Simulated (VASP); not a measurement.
A run of VASP 6.6.1:

File INCAR:

```
SYSTEM = Al
PREC = Accurate
ENCUT = 520
EDIFF = 1E-6
ISMEAR = -1
SIGMA = 0.1
LREAL = .False.
LASPH = .True.
NELM = 60
ALGO = Normal
ISIF = 2
LWAVE = .False.
LCHARG = .False.
GGA = PS
NBANDS = 8
```

KPOINTS

```
Automatic mesh
0
Gamma
  10 10 10
  0 0 0
```

Contents of POSCAR:

```
Al
1.0
    2.8387624944      0.0000000000      0.0000000000
    1.4193812472      2.4584404354      0.0000000000
    1.4193812472      0.8194801451      2.3178398707
Al
1
Direct
    0.0000000000      0.0000000000      0.0000000000
```

Potentials or basis: VASP PAW PBE potentials, release 64 (Al).

Launch:

```sh
$ cat potpaw_PBE.64/Al/POTCAR > POTCAR
$ mpirun -np 1 vasp_std > vasp.out
```

Hardware: 1 thread of Intel(R) Xeon(R) Platinum 8488C (Sapphire Rapids), with other jobs on the host.

Q: Estimate the wall time of this run.

A: Wall time 2.7 s on 1 thread of Intel(R) Xeon(R) Platinum 8488C (Sapphire Rapids), with other jobs on the host, peak memory 0.13 GiB. Counts: scf iterations 9, k points 47.
